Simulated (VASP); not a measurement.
Set up this calculation in VASP 6.6.1, as the native input.

* Task: single point
* Functional: PBE
* Potentials or basis: VASP PAW PBE potentials, release 64 (Si)
* Cutoff: 520 eV
* k mesh: 4 × 4 × 4
* Occupations: gaussian, width 0.1 eV
* Spin: no spin polarisation
* Dipole correction: no
* Further INCAR settings: ALGO = Normal; EDIFF = 1e-06; NBANDS = 13

The structure of Si lies in POSCAR:

```
Si
1.0
    3.7918262135      0.0000000000      0.0000000000
    0.0000000000      3.7918262135      0.0000000000
    0.0000000000      0.0000000000      3.4630588356
Si
3
Direct
    0.0000000000      0.5000000000      0.2852778926
    0.5000000000      0.0000000000      0.2852778926
    0.0000000000      0.0000000000      0.7856732949
```

The cell was generated, and may not be a known phase.

One way to write it, as run:

INCAR

```
SYSTEM = Si
PREC = Accurate
ENCUT = 520
EDIFF = 1E-6
ISMEAR = 0
SIGMA = 0.1
LREAL = .FALSE.
LASPH = .TRUE.
NELM = 60
ALGO = Normal
ISIF = 2
LWAVE = .FALSE.
LCHARG = .FALSE.
GGA = PE
NBANDS = 13
```

KPOINTS

```
Automatic mesh
0
G
  4 4 4
  0 0 0
```

Potentials or basis: VASP PAW PBE potentials, release 64 (Si).

Launch:

```sh
$ cat potpaw_PBE.64/Si/POTCAR > POTCAR
$ mpirun -np 1 vasp_std > vasp.out
```

It gave:

```json
{
 "Pressure": "-0.1 GPa",
 "Largest force": "0.009 eV/Å",
 "Band gap on the k mesh": "zero (bands 6 and 7 overlap by 5.75 eV)"
}
```

Caveat: the k points lie up to 0.45 Å⁻¹ apart, too coarse for converged energies and pressures of a metal.

Wall time 11 s on 1 thread of Intel Xeon 8259CL, with other jobs on the host, peak memory 0.15 GiB.
